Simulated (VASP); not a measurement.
# BN (P6_3mc) in VASP: a series of runs

The runs below take BN through single point, with LDA.

Program: VASP 6.6.1. These are calculated values, not measurements. Logs are shortened: lines on timing, memory, paths and dates and some standing lists are left out, and cuts for length are marked.

## 1. The cell of the first run

It takes space group P6_3mc (No. 186, hexagonal). Conventional cell: a = 2.554 Å, b = 2.554 Å, c = 4.058 Å, α = 90.00°, β = 90.00°, γ = 120.00°. B (site symmetry 3m) has 4 N at 1.52 to 1.56 Å within 2.0 Å. N (site symmetry 3m) has 4 B at 1.52 to 1.56 Å within 2.0 Å.

## 2. Single point, LDA (strain +0.000 along x and y, -0.040 along z)

INCAR reads:

```
  ALGO = Normal
  EDIFF = 1E-6
  ENCUT = 520
  ISIF = 2
  ISMEAR = 0
  LASPH = True
  LCHARG = False
  LREAL = False
  LWAVE = False
  NBANDS = 16
  NELM = 60
  PREC = Accurate
  SIGMA = 0.05
```

KPOINTS reads:

```
k-points
0
Gamma
  12 12 6
```

POSCAR reads:

```
BN
1.0
    2.5539396017      0.0000000000      0.0000000000
   -1.2769698009      2.2117765748      0.0000000000
    0.0000000000      0.0000000000      4.0577808000
B N
2 2
Direct
    0.6666666667      0.3333333333      0.9997240000
    0.3333333333      0.6666666667      0.4997240000
    0.6666666667      0.3333333333      0.6252760000
    0.3333333333      0.6666666667      0.1252760000
```

Potentials or basis: VASP PAW LDA potentials, release 64 (B, N).

On the command line:

```console
$ cat potpaw_LDA.64/B/POTCAR potpaw_LDA.64/N/POTCAR > POTCAR
$ mpirun -np 1 vasp_std > vasp.out
```

OUTCAR:

```text
EDIFF = 1E-6
   ENCUT = 520
   ISIF = 2
   ISMEAR = 0
   LASPH = True
   LREAL = False
   NELM = 60
   PREC = Accurate

 ion  position               nearest neighbor table
   1  0.667  0.333  1.000-   3 1.52   4 1.56   4 1.56   4 1.56
   2  0.333  0.667  0.500-   4 1.52   3 1.56   3 1.56   3 1.56
   3  0.667  0.333  0.625-   1 1.52   2 1.56   2 1.56   2 1.56
   4  0.333  0.667  0.125-   2 1.52   1 1.56   1 1.56   1 1.56

  LATTYP: Found a hexagonal cell.
 ALAT       =     2.5539396017
 C/A-ratio  =     1.5888319353

  Lattice vectors:

 A1 = (   2.5539396017,   0.0000000000,   0.0000000000)
 A2 = (  -1.2769698009,   2.2117765748,   0.0000000000)
 A3 = (   0.0000000000,   0.0000000000,   4.0577808000)

Analysis of symmetry for initial positions (statically):
=====================================================================
 Subroutine PRICEL returns:
 Original cell was already a primitive cell.

 Routine SETGRP: Setting up the symmetry group for a
 hexagonal supercell.

 Subroutine GETGRP returns: Found 12 space group operations
 (whereof  6 operations were pure point group operations)
 out of a pool of 24 trial point group operations.

The static configuration has the point symmetry C_3v.
 The point group associated with its full space group is C_6v.

Analysis of symmetry for dynamics (positions and initial velocities):
=====================================================================
 Subroutine PRICEL returns:
 Original cell was already a primitive cell.

 Routine SETGRP: Setting up the symmetry group for a
 hexagonal supercell.

 Subroutine GETGRP returns: Found 12 space group operations
 (whereof  6 operations were pure point group operations)
 out of a pool of 24 trial point group operations.

The dynamic configuration has the point symmetry C_3v.
 The point group associated with its full space group is C_6v.

 Subroutine INISYM returns: Found 12 space group operations
 (whereof  6 operations are pure point group operations),
 and found     1 'primitive' translations

----------------------------------------------------------------------------------------

                                     Primitive cell

  volume of cell :      22.9214

  direct lattice vectors                    reciprocal lattice vectors
     2.553939602  0.000000000  0.000000000     0.391551938  0.226062617  0.000000000
    -1.276969801  2.211776575  0.000000000     0.000000000  0.452125233  0.000000000
     0.000000000  0.000000000  4.057780800     0.000000000  0.000000000  0.246440123

  length of vectors
     2.553939602  2.553939602  4.057780800     0.452125233  0.452125233  0.246440123

  position of ions in fractional coordinates (direct lattice)
     0.666666667  0.333333333  0.999724000
     0.333333333  0.666666667  0.499724000
     0.666666667  0.333333333  0.625276000
     0.333333333  0.666666667  0.125276000

  ion indices of the primitive-cell ions
   primitive index   ion index
                 1           1
                 2           2
                 3           3
                 4           4

----------------------------------------------------------------------------------------

 KPOINTS: k-points

Automatic generation of k-mesh.
 Grid dimensions read from file:
 generate k-points for:   12   12    6

 Generating k-lattice:

  Cartesian coordinates                     Fractional coordinates (reciprocal lattice)
     0.032629328  0.018838551  0.000000000     0.083333333  0.000000000  0.000000000
     0.000000000  0.037677103  0.000000000     0.000000000  0.083333333  0.000000000
     0.000000000  0.000000000  0.041073354     0.000000000  0.000000000  0.166666667

  Length of vectors
     0.037677103  0.037677103  0.041073354

  Shift w.r.t. Gamma in fractional coordinates (k-lattice)
     0.000000000  0.000000000  0.000000000

 Subroutine IBZKPT returns following result:
 ===========================================

 Found     76 irreducible k-points:

 Following reciprocal coordinates:
            Coordinates               Weight
  0.000000  0.000000  0.000000      1.000000
  0.083333  0.000000  0.000000      6.000000
  0.166667 -0.000000  0.000000      6.000000
  0.250000  0.000000  0.000000      6.000000
  0.333333  0.000000  0.000000      6.000000
  0.416667  0.000000  0.000000      6.000000
[... 16 lines left out ...]
  0.250000  0.000000  0.166667     12.000000
  0.333333  0.000000  0.166667     12.000000
 [... further k-points ...]
   k-points           NKPTS =     76   k-points in BZ     NKDIM =     76   number of bands    NBANDS=     16
   number of dos      NEDOS =    301   number of ions     NIONS =      4
   total plane-waves  NPLWV =  12000
   dimension x,y,z NGX =    20 NGY =   20 NGZ =   30
   dimension x,y,z NGXF=    40 NGYF=   40 NGZF=   60
   ions per type =               2   2
   NGX,Y,Z   is equivalent  to a cutoff of  13.02, 13.02, 12.29 a.u.
   NGXF,Y,Z  is equivalent  to a cutoff of  26.04, 26.04, 24.58 a.u.
 SYSTEM =  unknown system
   PREC   = accura    normal or accurate (medium, high low for compatibility)
   ISTART =      0    job   : 0-new  1-cont  2-samecut
   ICHARG =      2    charge: 1-file 2-atom 10-const
   ISPIN  =      1    spin polarized calculation?
   LNONCOLLINEAR =      F non collinear calculations
   LSORBIT =      F    spin-orbit coupling
   LASPH  =      T    aspherical Exc in radial PAW
   ENCUT  =  520.0 eV  38.22 Ry    6.18 a.u.   4.75  4.75  7.54*2*pi/ulx,y,z
   NELM   =     60;   NELMIN=  2; NELMDL= -5     # of ELM steps
   EDIFF  = 0.1E-05   stopping-criterion for ELM
   LREAL  =      F    real-space projection
   EDIFFG = 0.1E-04   stopping-criterion for IOM
   NSW    =      0    number of steps for IOM
   IBRION =     -1    ionic relax: 0-MD 1-quasi-New 2-CG
   NFREE  =      0    steps in history (QN), initial steepest desc. (CG)
   ISIF   =      2    stress and relaxation
   ISYM   =      2    0-nonsym 1-usesym 2-fastsym
   POTIM  = 0.5000    time-step for ionic-motion
   TEBEG  =    0.0;   TEEND  =   0.0 temperature during run
   PSTRESS=    0.0 pullay stress
   NELECT =      16.0000    total number of electrons
   NUPDOWN=      -1.0000    fix difference up-down
   EMIN   =  10.00;   EMAX   =-10.00  energy-range for DOS
   EFERMI =   0.00;   METHOD = LEGACY
   ISMEAR =     0;   SIGMA  =   0.05  broadening in eV -4-tet -1-fermi 0-gaus
   EFERMI_NEDOS =   21; number of points for ismear=-14 and -15
   IALGO  =     38    algorithm
   IMIX   =      4    mixing-type and parameters
     AMIX     =   0.40;   BMIX     =  1.00
     AMIX_MAG =   1.60;   BMIX_MAG =  1.00
  volume/ion in A,a.u.               =       5.73        38.67
  Fermi-wavevector in a.u.,A,eV,Ry     =   1.452228  2.744312 28.694209  2.108965
  Thomas-Fermi vector in A             =   2.569634
   LORBIT       =      0    0 simple, 1 ext, 2 COOP (PROOUT), +10 PAW based schemes
   GGA     = CA    functional components
   LHFCALC =     F    Hartree Fock is set to
   AEXX    =    0.0000 exact exchange contribution
   IVDW    =     0    specifies the selected vdW correction
   LEPSILON=     F    determine dielectric tensor
   LRPA    =     F    only Hartree local field effects (RPA)
 non-spin polarized calculation
 Gauss-broadening in eV      SIGMA  =   0.05
  energy-cutoff  :      520.00
  volume of cell :       22.92
 maximum number of plane-waves:       640
 NGX is ok and might be reduce to    20
   NGX =  9   NGY =  9   NGZ = 15

 number of electron      15.9999998 magnetization

 Free energy of the ion-electron system (eV)
  ---------------------------------------------------
  ext. energy  EPLUGINS =         0.00000000
  ---------------------------------------------------
  free energy    TOTEN  =       -38.67094767 eV

  energy without entropy =      -38.67094767  energy(sigma->0) =      -38.67094767

 E-fermi :   8.2226     XC(G=0): -13.2386

 val. band max:        7.9179148353   @ k =   0.0000   0.0000   0.0000
 cond. band min:      12.9564326736   @ k =   0.3333   0.3333   0.0000
 fundamental gap:      5.0385178382
 Fermi energy:         8.2226038289

 k-point     1 :       0.0000    0.0000    0.0000
  band No.  band energies     occupation
      1     -12.6684      2.00000
      2      -7.9439      2.00000
      3      -3.1891      2.00000
      4       5.3973      2.00000
      5       5.3973      2.00000
      6       7.7152      2.00000
[... 8 lines left out ...]
     15      19.8919      0.00000
     16      24.7672      0.00000

 k-point     2 :       0.0833    0.0000    0.0000
  band No.  band energies     occupation
      1     -12.5176      2.00000
      2      -7.8322      2.00000
      3      -3.0433      2.00000
      4       4.7177      2.00000
      5       5.1104      2.00000
      6       7.3267      2.00000
[... 8 lines left out ...]
     15      20.3364      0.00000
     16      24.4838      0.00000

 k-point     3 :       0.1667   -0.0000    0.0000
  band No.  band energies     occupation
      1     -12.0696      2.00000
      2      -7.5152      2.00000
      3      -2.6115      2.00000
      4       3.0835      2.00000
      5       4.4396      2.00000
      6       5.9882      2.00000
[... 8 lines left out ...]
     15      21.4970      0.00000
     16      23.5632      0.00000

 k-point     4 :       0.2500    0.0000    0.0000
  band No.  band energies     occupation
      1     -11.3399      2.00000
      2      -7.0649      2.00000
      3      -1.9157      2.00000
      4       1.1617      2.00000
      5       3.6918      2.00000
      6       4.2828      2.00000
[... 8 lines left out ...]
     15      23.0094      0.00000
     16      23.5114      0.00000

 k-point     5 :       0.3333    0.0000    0.0000
  band No.  band energies     occupation
      1     -10.3661      2.00000
      2      -6.6760      2.00000
      3      -1.0731      2.00000
      4      -0.4418      2.00000
      5       2.5629      2.00000
      6       3.0643      2.00000
[... 8 lines left out ...]
     15      24.4941      0.00000
     16      24.5983      0.00000

 k-point     6 :       0.4167    0.0000    0.0000
  band No.  band energies     occupation
      1      -9.2524      2.00000
      2      -6.7396      2.00000
      3      -1.5019      2.00000
      4       0.0743      2.00000
      5       1.1333      2.00000
      6       2.6575      2.00000
[... 8 lines left out ...]
     15      24.3377      0.00000
     16      25.5850      0.00000
[... 267 lines left out ...]
 k-point    21 :       0.0833    0.0000    0.1667
  band No.  band energies     occupation
      1     -12.3373      2.00000
      2      -8.5242      2.00000
      3      -2.0564      2.00000
      4       4.8618      2.00000
      5       5.2522      2.00000
      6       6.6519      2.00000
[... 8 lines left out ...]
     15      19.9688      0.00000
     16      24.1969      0.00000

 k-point    22 :       0.1667   -0.0000    0.1667
  band No.  band energies     occupation
      1     -11.8917      2.00000
      2      -8.1698      2.00000
      3      -1.6923      2.00000
      4       3.2532      2.00000
      5       4.5911      2.00000
      6       5.4655      2.00000
[... 8 lines left out ...]
     15      21.1312      0.00000
     16      23.7582      0.00000

 k-point    23 :       0.2500    0.0000    0.1667
  band No.  band energies     occupation
      1     -11.1670      2.00000
      2      -7.6412      2.00000
      3      -1.1909      2.00000
      4       1.4308      2.00000
      5       3.7406      2.00000
      6       3.8513      2.00000
[... 8 lines left out ...]
     15      22.6344      0.00000
     16      23.8069      0.00000

 k-point    24 :       0.3333    0.0000    0.1667
  band No.  band energies     occupation
      1     -10.2033      2.00000
      2      -7.0979      2.00000
      3      -1.2195      2.00000
      4       0.4897      2.00000
      5       1.9911      2.00000
      6       3.2288      2.00000
[... 8 lines left out ...]
     15      24.0857      0.00000
     16      24.6938      0.00000

 [... further k-points ...]

------------------------ aborting loop because EDIFF is reached ----------------------------------------

  FORCE on cell =-STRESS in cart. coord.  units (eV):
  Direction    XX          YY          ZZ          XY          YZ          ZX
  --------------------------------------------------------------------------------------
  -------------------------------------------------------------------------------------
  Total       -1.5225740     -1.5225740      4.6846821      0.0000000      0.0000000      0.0000000
  in kB     -106.4261939   -106.4261938    327.4539633      0.0000000      0.0000000      0.0000000
  external PRESSURE =      38.2005252 kB  Pullay stress =       0.0000000 kB

 VOLUME and BASIS-vectors are now :
 -----------------------------------------------------------------------------
  energy-cutoff  :      520.00
  volume of cell :       22.92
      direct lattice vectors                 reciprocal lattice vectors
     2.553939602  0.000000000  0.000000000     0.391551938  0.226062617  0.000000000
    -1.276969801  2.211776575  0.000000000     0.000000000  0.452125233  0.000000000
     0.000000000  0.000000000  4.057780800     0.000000000  0.000000000  0.246440123

 POSITION                                       TOTAL-FORCE (eV/Angst)
 -----------------------------------------------------------------------------------
      1.27697      0.73726      4.05666         0.000000     -0.000000      0.177790
     -0.00000      1.47452      2.02777        -0.000000      0.000000      0.177790
      1.27697      0.73726      2.53723        -0.000000     -0.000000     -0.177790
     -0.00000      1.47452      0.50834         0.000000      0.000000     -0.177790
 -----------------------------------------------------------------------------------
    total drift:                               -0.000000     -0.000000     -0.000244

  FREE ENERGIE OF THE ION-ELECTRON SYSTEM (eV)
  ---------------------------------------------------
  free  energy   TOTEN  =       -38.6709476699 eV

  energy  without entropy=      -38.6709476699  energy(sigma->0) =      -38.67094767
```

Wall time 40 s (1 thread of Intel Xeon 6975P-C, shared host); peak memory 0.14 GiB.

What came out:

```yaml
Free_energy: -38.6709 eV
Pressure: 3.8 GPa
Largest_force: 0.178 eV/Å
Band_gap_on_the_k_mesh: 5.04 eV, indirect (least direct gap 7.97 eV)
```

Forces in eV/Å, atoms in the order of the input:
```
B    0.000  0.000  0.178
B    0.000  0.000  0.178
N    0.000  0.000 -0.178
N    0.000  0.000 -0.178
```

Stress tensor (GPa, compression positive):
```
-10.64   0.00   0.00
  0.00 -10.64   0.00
  0.00   0.00  32.75
```

Caveat: the cell differs from its parent crystal (strain +0.000 along x and y, -0.040 along z). A k mesh can miss the band edges.

## 3. Single point, LDA (strain -0.040 along x and y, +0.080 along z)

INCAR reads:

```
SYSTEM = BN
ALGO = Normal
EDIFF = 1E-6
ENCUT = 520
GGA = CA
ISIF = 2
ISMEAR = 0
LASPH = .TRUE.
LCHARG = .FALSE.
LREAL = .FALSE.
LWAVE = .FALSE.
NBANDS = 16
NELM = 100
PREC = Accurate
SIGMA = 0.05
```

KPOINTS reads:

```
k-points
0
G
  12 12 6
  0 0 0
```

POSCAR reads:

```
BN
1.0
    2.4517820176      0.0000000000      0.0000000000
   -1.2258910088      2.1233055118      0.0000000000
    0.0000000000      0.0000000000      4.5650034000
B N
2 2
Direct
    0.6666666667      0.3333333333      0.9997240000
    0.3333333333      0.6666666667      0.4997240000
    0.6666666667      0.3333333333      0.6252760000
    0.3333333333      0.6666666667      0.1252760000
```

Potentials or basis: VASP PAW LDA potentials, release 64 (B, N).

On the command line:

```console
$ cat potpaw_LDA.64/B/POTCAR potpaw_LDA.64/N/POTCAR > POTCAR
$ mpirun -np 1 vasp_std > vasp.out
```

It took 40 s on 1 thread of Intel Xeon 6975P-C, shared host; peak memory 0.13 GiB.

The run converged. Its results:

```yaml
Free_energy: -38.1066 eV
Pressure: -5.1 GPa
Largest_force: 0.542 eV/Å
Band_gap_on_the_k_mesh: 4.49 eV, indirect (least direct gap 4.64 eV)
```

Forces in eV/Å, atoms in the order of the input:
```
B    0.000  0.000  0.542
B    0.000  0.000  0.542
N    0.000  0.000 -0.542
N    0.000  0.000 -0.542
```

Stress tensor (GPa, compression positive):
```
 29.84   0.00   0.00
  0.00  29.84   0.00
  0.00   0.00 -74.85
```

Levels at points of the mesh, in eV from the valence-band top:
| k point | band 6 | band 7 | band 8 | band 9 | band 10 | band 11 |
| --- | --- | --- | --- | --- | --- | --- |
| (0.00, 0.00, 0.00) | -1.09 | 0.00 | 0.00 | 4.64 | 9.22 | 9.22 |
| (0.50, 0.00, 0.00) | -4.47 | -4.34 | -2.57 | 6.71 | 7.46 | 9.75 |
| (0.00, 0.00, 0.50) | -0.73 | -0.73 | -0.73 | 9.79 | 9.79 | 10.40 |
| (0.50, 0.00, 0.50) | -4.16 | -3.62 | -3.62 | 5.54 | 5.54 | 9.74 |

Caveat: the cell differs from its parent crystal (strain -0.040 along x and y, +0.080 along z). A k mesh can miss the band edges.

(Continued in part 2 of 2.)
